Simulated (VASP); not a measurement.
## NaCl: single point with PBE

NaCl:

```
CELL_PARAMETERS angstrom
0.00000 5.60546 5.60546
5.60546 0.00000 5.60546
5.60546 5.60546 0.00000
ATOMIC_POSITIONS crystal
Na 0.00660 0.98156 0.99919
Na 0.01898 0.98349 0.51398
Na 0.00691 0.48368 0.02495
Na 0.98042 0.52074 0.50011
Na 0.47620 0.01285 0.98213
Na 0.49042 0.01154 0.48567
Na 0.45991 0.52824 0.01159
Na 0.50566 0.49563 0.50004
Cl 0.27662 0.24865 0.23028
Cl 0.25427 0.24148 0.74383
Cl 0.23963 0.75493 0.26000
Cl 0.26650 0.74710 0.73627
Cl 0.74718 0.24859 0.24713
Cl 0.75673 0.24314 0.75575
Cl 0.73512 0.77557 0.23942
Cl 0.75956 0.72903 0.77587
```

| Quantity | Value |
| --- | --- |
| Program | VASP 6.6.1 |
| Task | single point |
| Functional | PBE |
| Potentials or basis | VASP PAW PBE potentials, release 64 (Na_pv, Cl) |
| Cutoff | 520 eV |
| k mesh | 2 × 2 × 2 |
| Occupations | fermi-dirac, width 0.026 eV |
| Spin | no spin polarisation |
| Dipole correction | no |
| Further INCAR settings | LREAL = Auto; ALGO = Normal; EDIFF = 1e-06; NBANDS = 70 |

The pressure is 1.7 GPa and the largest force is 0.698 eV/Å. The band gap on the k mesh is 4.94 eV, direct.

Forces in eV/Å, atoms in the order of the input:
```
Na   0.270 -0.190  0.159
Na   0.185 -0.415 -0.096
Na  -0.073 -0.338 -0.063
Na  -0.036  0.133 -0.156
Na  -0.099  0.483  0.186
Na   0.030  0.334  0.158
Na  -0.402  0.456  0.342
Na  -0.152  0.047  0.003
Cl   0.326 -0.273 -0.408
Cl   0.119 -0.285  0.018
Cl  -0.026 -0.030 -0.028
Cl   0.130  0.081 -0.165
Cl   0.090  0.207  0.075
Cl  -0.091 -0.232  0.107
Cl  -0.283  0.305 -0.228
Cl   0.013 -0.284  0.095
```

Stress tensor (GPa, compression positive):
```
 1.61  0.07  0.07
 0.07  2.02 -0.03
 0.07 -0.03  1.45
```

Levels at points of the mesh, in eV from the valence-band top:
| k point | band 52 | band 53 | band 54 | band 55 | band 56 | band 57 | band 58 | band 59 | band 60 | band 61 |
| --- | --- | --- | --- | --- | --- | --- | --- | --- | --- | --- |
| (0.00, 0.00, 0.00) | -0.36 | -0.33 | -0.13 | -0.04 | 0.00 | 4.94 | 6.98 | 7.03 | 7.10 | 7.11 |
| (0.50, 0.00, 0.00) | -0.44 | -0.42 | -0.38 | -0.09 | -0.04 | 6.31 | 6.52 | 7.79 | 7.85 | 7.88 |
| (0.00, 0.50, 0.00) | -0.45 | -0.37 | -0.26 | -0.20 | -0.09 | 6.34 | 6.47 | 7.80 | 7.87 | 7.92 |
| (0.00, 0.00, 0.50) | -0.48 | -0.28 | -0.28 | -0.25 | -0.14 | 6.35 | 6.45 | 7.78 | 7.83 | 7.98 |
| (0.50, 0.50, 0.50) | -0.47 | -0.32 | -0.25 | -0.23 | -0.09 | 6.33 | 6.46 | 7.76 | 7.80 | 7.95 |
| (0.50, 0.50, 0.00) | -0.47 | -0.40 | -0.36 | -0.27 | -0.14 | 6.86 | 6.91 | 7.64 | 7.96 | 8.11 |
| (0.00, 0.50, 0.50) | -0.48 | -0.37 | -0.35 | -0.30 | -0.14 | 6.84 | 6.96 | 7.77 | 7.83 | 8.16 |
| (0.50, 0.00, 0.50) | -0.47 | -0.36 | -0.33 | -0.29 | -0.19 | 6.80 | 7.00 | 7.84 | 7.89 | 8.13 |

Run time: 3.5 min on 1 thread of Intel(R) Xeon(R) Platinum 8488C (Sapphire Rapids) (shared host), peak memory 0.5 GiB.

Caveat: the k points lie up to 0.49 Å⁻¹ apart. As with any semilocal functional, this PBE gap is likely too small.
